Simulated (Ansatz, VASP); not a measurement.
# One calculation of Mo3W, two programs

```
Mo W
1.0
     0.00000    3.16599    3.16599
     3.16599    0.00000    3.16599
     3.16599    3.16599    0.00000
Mo W
3 1
Direct
  0.75000 0.75000 0.75000
  0.25000 0.25000 0.25000
  0.00000 0.00000 0.00000
  0.50000 0.50000 0.50000
```

Alike in both runs: task relaxation of cell and atoms; functional PBE; k mesh 12 × 12 × 12; occupations gaussian, width 0.1 eV; no spin polarisation.

```csv
,VASP,Ansatz
version,VASP 6.6.1,Ansatz 0.2.0
potentials or method,"VASP PAW PBE potentials, release 64 (Mo_sv, W_sv), cutoff 600 eV","scalar-relativistic, plane waves, PAW"
valence electrons in the cell,56,56
```

VASP gave:

```
gap on the k mesh at the Fermi level, each at its own relaxed structure (eV) : none
relaxed volume (Å³/atom)                                                     : 15.89
relaxed cell length with the largest relative difference (Å)                 : 4.480
```

Task: Estimate Ansatz's values.

Result: gap on the k mesh at the Fermi level, each at its own relaxed structure (eV): none; relaxed volume (Å³/atom): 15.87; relaxed cell length with the largest relative difference (Å): 4.477.

A gap of «none» marks a metal or a gap that the smearing closes.

Spin-orbit coupling is off throughout.
